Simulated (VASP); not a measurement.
Runs of VASP 6.6.1 on AlFe. The structure is that of space group P4/mmm (No. 123), or close to it. The cells are those of the table. 

```tsv
cell	gap on the mesh (eV)	pressure (GPa)	moment (μB)
a = 2.447, b = 2.447, c = 3.231 Å, 2 atoms	none	60.0	1.18
a = 2.603, b = 2.603, c = 2.855 Å, 2 atoms	none	49.1	(a)
a = 3.011, b = 3.011, c = 2.744 Å, 2 atoms	none	-11.1	(b)
a = 2.660, b = 2.660, c = 3.514 Å, 2 atoms	none	-4.4	1.56
```

Alike in all rows: task single point; level PBEsol; potentials or basis VASP PAW PBE potentials, release 64 (Al, Fe); spin collinear, ferromagnetic start; k mesh 18 × 18 × 18; cutoff (eV) 520; smearing gaussian 0.15 eV.

Problem. Estimate the missing entries.

Solution. (a) 0.43; (b) 0.79.

Caveats: the PAW data sets were made with another functional, which shifts forces and pressure a little; the stress differs along the axes, from 47 to 66 GPa (at least some runs); the stress differs along the axes, from 36 to 56 GPa (at least some runs); the stress differs along the axes, from -14 to -5 GPa (at least some runs); the cell stands under tension (at least some runs).

A gap of «none» marks levels without a gap at the run's occupations.
